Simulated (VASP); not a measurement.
# Hf (P6_3/mmc) in VASP: notebook

Hf is run at these levels: PBE; tasks: single point, relaxation of cell and atoms.

Everything below comes from runs of VASP 6.6.1. Logs are shortened: lines on timing, memory, paths and dates and some standing lists are left out, and cuts for length are marked.

## Step 1: The cell of the first run

It takes space group P6_3/mmc (No. 194, hexagonal). The conventional cell has a = 3.198 Å, b = 3.198 Å, c = 5.081 Å, α = 90.00°, β = 90.00°, γ = 120.00°. Hf (site symmetry -6m2) has 12 Hf at 3.14 to 3.20 Å within 4.1 Å.

## Step 2: Single point, PBE

INCAR reads:

```
ALGO = Normal
EDIFF = 1E-6
ENCUT = 520
GGA = PE
ISIF = 2
ISMEAR = 0
LASPH = True
LCHARG = True
LELF = True
LREAL = False
LVHAR = True
LWAVE = False
NBANDS = 17
NELM = 60
PREC = Accurate
SIGMA = 0.05
```

KPOINTS reads:

```
k-points
0
Gamma
  8 8 4
```

POSCAR reads:

```
Hf
1.0
    3.1979231317      0.0000000000      0.0000000000
   -1.5989615659      2.7694826714      0.0000000000
    0.0000000000      0.0000000000      5.0809899436
Hf
2
Direct
    0.3333333333      0.6666666667      0.7500000000
    0.6666666667      0.3333333333      0.2500000000
```

Potentials or basis: VASP PAW PBE potentials, release 64 (Hf_pv).

Started as:

```sh
$ cat potpaw_PBE.64/Hf_pv/POTCAR > POTCAR
$ mpirun -np 1 vasp_std > vasp.out
```

OUTCAR:

```text
EDIFF = 1E-6
   ENCUT = 520
   GGA = PE
   ISIF = 2
   ISMEAR = 0
   LASPH = True
   LREAL = False
   NELM = 60
   PREC = Accurate

 ion  position               nearest neighbor table
   1  0.333  0.667  0.750-   2 3.14   2 3.14   2 3.14   2 3.14   2 3.14   2 3.14
   2  0.667  0.333  0.250-   1 3.14   1 3.14   1 3.14   1 3.14   1 3.14   1 3.14

  LATTYP: Found a hexagonal cell.
 ALAT       =     3.1979231317
 C/A-ratio  =     1.5888405488

  Lattice vectors:

 A1 = (   3.1979231317,   0.0000000000,   0.0000000000)
 A2 = (  -1.5989615659,   2.7694826714,   0.0000000000)
 A3 = (   0.0000000000,   0.0000000000,   5.0809899436)

Analysis of symmetry for initial positions (statically):
=====================================================================
 Subroutine PRICEL returns:
 Original cell was already a primitive cell.

 Routine SETGRP: Setting up the symmetry group for a
 hexagonal supercell.

 Subroutine GETGRP returns: Found 24 space group operations
 (whereof 12 operations were pure point group operations)
 out of a pool of 24 trial point group operations.

The static configuration has the point symmetry D_3d.
 The point group associated with its full space group is D_6h.

Analysis of symmetry for dynamics (positions and initial velocities):
=====================================================================
 Subroutine PRICEL returns:
 Original cell was already a primitive cell.

 Routine SETGRP: Setting up the symmetry group for a
 hexagonal supercell.

 Subroutine GETGRP returns: Found 24 space group operations
 (whereof 12 operations were pure point group operations)
 out of a pool of 24 trial point group operations.

The dynamic configuration has the point symmetry D_3d.
 The point group associated with its full space group is D_6h.

 Subroutine INISYM returns: Found 24 space group operations
 (whereof 12 operations are pure point group operations),
 and found     1 'primitive' translations

----------------------------------------------------------------------------------------

                                     Primitive cell

  volume of cell :      45.0003

  direct lattice vectors                    reciprocal lattice vectors
     3.197923132  0.000000000  0.000000000     0.312702951  0.180539133  0.000000000
    -1.598961566  2.769482671  0.000000000     0.000000000  0.361078266  0.000000000
     0.000000000  0.000000000  5.080989944     0.000000000  0.000000000  0.196812041

  length of vectors
     3.197923132  3.197923132  5.080989944     0.361078266  0.361078266  0.196812041

  position of ions in fractional coordinates (direct lattice)
     0.333333333  0.666666667  0.750000000
     0.666666667  0.333333333  0.250000000

  ion indices of the primitive-cell ions
   primitive index   ion index
                 1           1
                 2           2

----------------------------------------------------------------------------------------

 KPOINTS: k-points

Automatic generation of k-mesh.
 Grid dimensions read from file:
 generate k-points for:    8    8    4

 Generating k-lattice:

  Cartesian coordinates                     Fractional coordinates (reciprocal lattice)
     0.039087869  0.022567392  0.000000000     0.125000000  0.000000000  0.000000000
     0.000000000  0.045134783  0.000000000     0.000000000  0.125000000  0.000000000
     0.000000000  0.000000000  0.049203010     0.000000000  0.000000000  0.250000000

  Length of vectors
     0.045134783  0.045134783  0.049203010

  Shift w.r.t. Gamma in fractional coordinates (k-lattice)
     0.000000000  0.000000000  0.000000000

 Subroutine IBZKPT returns following result:
 ===========================================

 Found     30 irreducible k-points:

 Following reciprocal coordinates:
            Coordinates               Weight
  0.000000  0.000000  0.000000      1.000000
  0.125000  0.000000  0.000000      6.000000
  0.250000  0.000000  0.000000      6.000000
  0.375000  0.000000  0.000000      6.000000
  0.500000  0.000000  0.000000      3.000000
  0.125000  0.125000  0.000000      6.000000
[... 16 lines left out ...]
  0.250000  0.000000  0.500000      6.000000
  0.375000  0.000000  0.500000      6.000000
 [... further k-points ...]
   k-points           NKPTS =     30   k-points in BZ     NKDIM =     30   number of bands    NBANDS=     17
   number of dos      NEDOS =    301   number of ions     NIONS =      2
   total plane-waves  NPLWV =  23040
   dimension x,y,z NGX =    24 NGY =   24 NGZ =   40
   dimension x,y,z NGXF=    48 NGYF=   48 NGZF=   80
   ions per type =               2
   NGX,Y,Z   is equivalent  to a cutoff of  12.48, 12.48, 13.09 a.u.
   NGXF,Y,Z  is equivalent  to a cutoff of  24.95, 24.95, 26.18 a.u.
 SYSTEM =  unknown system
   PREC   = accura    normal or accurate (medium, high low for compatibility)
   ISTART =      0    job   : 0-new  1-cont  2-samecut
   ICHARG =      2    charge: 1-file 2-atom 10-const
   ISPIN  =      1    spin polarized calculation?
   LNONCOLLINEAR =      F non collinear calculations
   LSORBIT =      F    spin-orbit coupling
   LASPH  =      T    aspherical Exc in radial PAW
   ENCUT  =  520.0 eV  38.22 Ry    6.18 a.u.   5.95  5.95  9.45*2*pi/ulx,y,z
   NELM   =     60;   NELMIN=  2; NELMDL= -5     # of ELM steps
   EDIFF  = 0.1E-05   stopping-criterion for ELM
   LREAL  =      F    real-space projection
   EDIFFG = 0.1E-04   stopping-criterion for IOM
   NSW    =      0    number of steps for IOM
   IBRION =     -1    ionic relax: 0-MD 1-quasi-New 2-CG
   NFREE  =      0    steps in history (QN), initial steepest desc. (CG)
   ISIF   =      2    stress and relaxation
   ISYM   =      2    0-nonsym 1-usesym 2-fastsym
   POTIM  = 0.5000    time-step for ionic-motion
   TEBEG  =    0.0;   TEEND  =   0.0 temperature during run
   PSTRESS=    0.0 pullay stress
   NELECT =      20.0000    total number of electrons
   NUPDOWN=      -1.0000    fix difference up-down
   EMIN   =  10.00;   EMAX   =-10.00  energy-range for DOS
   EFERMI =   0.00;   METHOD = LEGACY
   ISMEAR =     0;   SIGMA  =   0.05  broadening in eV -4-tet -1-fermi 0-gaus
   EFERMI_NEDOS =   21; number of points for ismear=-14 and -15
   IALGO  =     38    algorithm
   IMIX   =      4    mixing-type and parameters
     AMIX     =   0.40;   BMIX     =  1.00
     AMIX_MAG =   1.60;   BMIX_MAG =  1.00
  volume/ion in A,a.u.               =      22.50       151.84
  Fermi-wavevector in a.u.,A,eV,Ry     =   1.249338  2.360906 21.236579  1.560845
  Thomas-Fermi vector in A             =   2.383383
   LORBIT       =      0    0 simple, 1 ext, 2 COOP (PROOUT), +10 PAW based schemes
   GGA     = PE    functional components
   LHFCALC =     F    Hartree Fock is set to
   AEXX    =    0.0000 exact exchange contribution
   IVDW    =     0    specifies the selected vdW correction
   LEPSILON=     F    determine dielectric tensor
   LRPA    =     F    only Hartree local field effects (RPA)
 non-spin polarized calculation
 Gauss-broadening in eV      SIGMA  =   0.05
  energy-cutoff  :      520.00
  volume of cell :       45.00
 maximum number of plane-waves:      1224
 NGX is ok and might be reduce to    24
   NGX = 11   NGY = 11   NGZ = 19

 number of electron      20.0000005 magnetization

 Free energy of the ion-electron system (eV)
  ---------------------------------------------------
  ext. energy  EPLUGINS =         0.00000000
  ---------------------------------------------------
  free energy    TOTEN  =       -19.86475813 eV

  energy without entropy =      -19.86319937  energy(sigma->0) =      -19.86397875

 E-fermi :   4.9343     XC(G=0): -11.2572

 val. band max:        4.9287080019   @ k =   0.0000   0.0000   0.2500
 cond. band min:       4.9678680154   @ k =   0.3750   0.2500   0.2500
 fundamental gap:      0.0391600136
 Fermi energy:         4.9342523321

 k-point     1 :       0.0000    0.0000    0.0000
  band No.  band energies     occupation
      1     -26.1926      2.00000
      2     -25.4685      2.00000
      3     -25.4685      2.00000
      4     -25.3498      2.00000
      5     -25.3458      2.00000
      6     -25.3458      2.00000
[... 9 lines left out ...]
     16       7.5389      0.00000
     17      10.1894      0.00000

 k-point     2 :       0.1250    0.0000    0.0000
  band No.  band energies     occupation
      1     -26.1536      2.00000
      2     -25.5514      2.00000
      3     -25.4958      2.00000
      4     -25.4325      2.00000
      5     -25.3676      2.00000
      6     -25.3574      2.00000
[... 9 lines left out ...]
     16       7.2877      0.00000
     17      10.5007      0.00000

 k-point     3 :       0.2500    0.0000    0.0000
  band No.  band energies     occupation
      1     -26.0485      2.00000
      2     -25.7518      2.00000
      3     -25.6315      2.00000
      4     -25.5582      2.00000
      5     -25.4213      2.00000
      6     -25.3884      2.00000
[... 9 lines left out ...]
     16       8.4593      0.00000
     17      10.9599      0.00000

 k-point     4 :       0.3750    0.0000    0.0000
  band No.  band energies     occupation
      1     -25.9513      2.00000
      2     -25.9141      2.00000
      3     -25.8180      2.00000
      4     -25.6174      2.00000
      5     -25.5041      2.00000
      6     -25.4216      2.00000
[... 9 lines left out ...]
     16      10.0543      0.00000
     17      11.2143      0.00000
[... 343 lines left out ...]
      1     -25.8029      2.00000
      2     -25.8029      2.00000
      3     -25.4613      2.00000
      4     -25.4613      2.00000
      5     -25.4270      2.00000
      6     -25.4270      2.00000
[... 9 lines left out ...]
     16       9.5503      0.00000
     17       9.6796      0.00000

 k-point    23 :       0.2500    0.0000    0.5000
  band No.  band energies     occupation
      1     -25.8912      2.00000
      2     -25.8912      2.00000
      3     -25.5391      2.00000
      4     -25.5391      2.00000
      5     -25.4740      2.00000
      6     -25.4740      2.00000
[... 9 lines left out ...]
     16       9.5640      0.00000
     17       9.8567      0.00000

 k-point    24 :       0.3750    0.0000    0.5000
  band No.  band energies     occupation
      1     -26.0328      2.00000
      2     -26.0328      2.00000
      3     -25.5574      2.00000
      4     -25.5574      2.00000
      5     -25.5204      2.00000
      6     -25.5204      2.00000
[... 9 lines left out ...]
     16      10.2658      0.00000
     17      10.3308      0.00000

 [... further k-points ...]

------------------------ aborting loop because EDIFF is reached ----------------------------------------

  FORCE on cell =-STRESS in cart. coord.  units (eV):
  Direction    XX          YY          ZZ          XY          YZ          ZX
  --------------------------------------------------------------------------------------
  -------------------------------------------------------------------------------------
  Total       -0.1094905     -0.1094905     -0.1421394      0.0000000      0.0000000     -0.0000000
  in kB       -3.8982709     -3.8982709     -5.0606925      0.0000000      0.0000000     -0.0000000
  external PRESSURE =      -4.2857448 kB  Pullay stress =       0.0000000 kB

 VOLUME and BASIS-vectors are now :
 -----------------------------------------------------------------------------
  energy-cutoff  :      520.00
  volume of cell :       45.00
      direct lattice vectors                 reciprocal lattice vectors
     3.197923132  0.000000000  0.000000000     0.312702951  0.180539133  0.000000000
    -1.598961566  2.769482671  0.000000000     0.000000000  0.361078266  0.000000000
     0.000000000  0.000000000  5.080989944     0.000000000  0.000000000  0.196812041

 POSITION                                       TOTAL-FORCE (eV/Angst)
 -----------------------------------------------------------------------------------
     -0.00000      1.84632      3.81074         0.000000      0.000000      0.000000
      1.59896      0.92316      1.27025        -0.000000      0.000000      0.000000
 -----------------------------------------------------------------------------------
    total drift:                               -0.000000      0.000000     -0.000000

  FREE ENERGIE OF THE ION-ELECTRON SYSTEM (eV)
  ---------------------------------------------------
  free  energy   TOTEN  =       -19.8647581269 eV

  energy  without entropy=      -19.8631993716  energy(sigma->0) =      -19.86397875
```

Run time: 16 s. Hardware: 1 thread of Intel Xeon Platinum 8259CL at 2.50GHz (Skylake/Cascade Lake), shared host; peak memory 0.16 GiB.

What came out:

| Quantity | Value |
| --- | --- |
| Free energy | -19.8648 eV |
| Pressure | -0.4 GPa |
| Band gap on the k mesh | zero (band 10 reaches 6.07 eV, above the bottom of band 11 at 4.62 eV) |

Stress tensor (GPa, compression positive):
```
-0.39  0.00  0.00
 0.00 -0.39  0.00
 0.00  0.00 -0.51
```

Caveat: spin-orbit coupling is left out, which moves the levels of the heavy elements.

## Step 3: Relaxation of cell and atoms, PBE

This run uses another cell than the first one, of 22.45 Å³/atom, 0.998 times its volume.

INCAR reads:

```
SYSTEM = Hf
PREC = Accurate ; ENCUT = 600
EDIFF = 1E-6 ; ISMEAR = 0
SIGMA = 0.05 ; LREAL = .False.
LASPH = .True. ; NELM = 100
ALGO = Normal ; ISIF = 3
LWAVE = .False. ; LCHARG = .False.
GGA = PE ; IBRION = 2
NSW = 80 ; EDIFFG = -0.03
```

KPOINTS reads:

```
Automatic mesh
0
Gamma
  8 8 4
  0 0 0
```

POSCAR reads:

```
Hf
1.0
    3.2000000000      0.0000000000      0.0000000000
   -1.6000000000      2.7712812921      0.0000000000
    0.0000000000      0.0000000000      5.0624000000
Hf
2
Direct
    0.3333333333      0.6666666667      0.7500000000
    0.6666666667      0.3333333333      0.2500000000
```

Potentials or basis: VASP PAW PBE potentials, release 64 (Hf_pv).

Started as:

```sh
$ cat potpaw_PBE.64/Hf_pv/POTCAR > POTCAR
$ mpirun -np 1 vasp_std > vasp.out
```

It took 38 s on 1 thread of Intel Xeon Platinum 8259CL at 2.50GHz (Skylake/Cascade Lake), shared host; peak memory 0.19 GiB.

Results (log left out):

```
Free energy                            : -19.8654 eV
Relaxed volume                         : 22.39 Å³/atom
Relaxed cell                           : a = 3.196 Å, b = 3.196 Å, c = 5.063 Å, α = 90.00°, β = 90.00°, γ = 120.00°
Space group after relaxing (to 0.05 Å) : P6_3/mmc (No. 194)
Energy gained by relaxing              : 0.1 meV/atom
Ionic steps                            : 3
Pressure after relaxing                : 0.1 GPa
Band gap on the k mesh                 : zero (band 10 reaches 6.09 eV, above the bottom of band 11 at 4.66 eV)
```

Stress tensor (GPa, compression positive):
```
0.01 0.00 0.00
0.00 0.01 0.00
0.00 0.00 0.18
```

The path:
```tsv
step	energy change (eV)	largest force (eV/Å)	pressure (GPa)	volume (Å³)
1	0.0000	0.0000	-0.19	44.89
2	-0.0001	0.0000	0.24	44.72
3	-0.0001	0.0000	0.07	44.79
```

Final structure:
```
Hf
1.0
     3.19600    0.00000    0.00000
    -1.59800    2.76782    0.00000
     0.00000    0.00000    5.06314
Hf
2
Cartesian
  0.0000 1.8452 3.7974
  1.5980 0.9226 1.2658
```

Levels at points of the mesh, in eV from the Fermi level:
| k point | band 6 | band 7 | band 8 | band 9 | band 10 | band 11 | band 12 | band 13 | band 14 |
| --- | --- | --- | --- | --- | --- | --- | --- | --- | --- |
| (0.00, 0.00, 0.00) | -30.28 | -7.45 | -3.78 | 0.56 | 1.11 | 1.11 | 1.38 | 1.93 | 1.93 |
| (0.50, 0.00, 0.00) | -30.37 | -3.42 | -2.81 | -2.30 | -0.87 | 0.73 | 0.79 | 1.60 | 5.82 |
| (0.00, 0.00, 0.50) | -30.34 | -5.47 | -5.47 | 0.07 | 0.07 | 1.01 | 1.01 | 1.01 | 1.01 |
| (0.50, 0.00, 0.50) | -30.47 | -3.47 | -3.47 | -1.06 | -1.06 | 1.11 | 1.11 | 2.58 | 2.58 |

Caveat: spin-orbit coupling is left out, which moves the levels of the heavy elements.
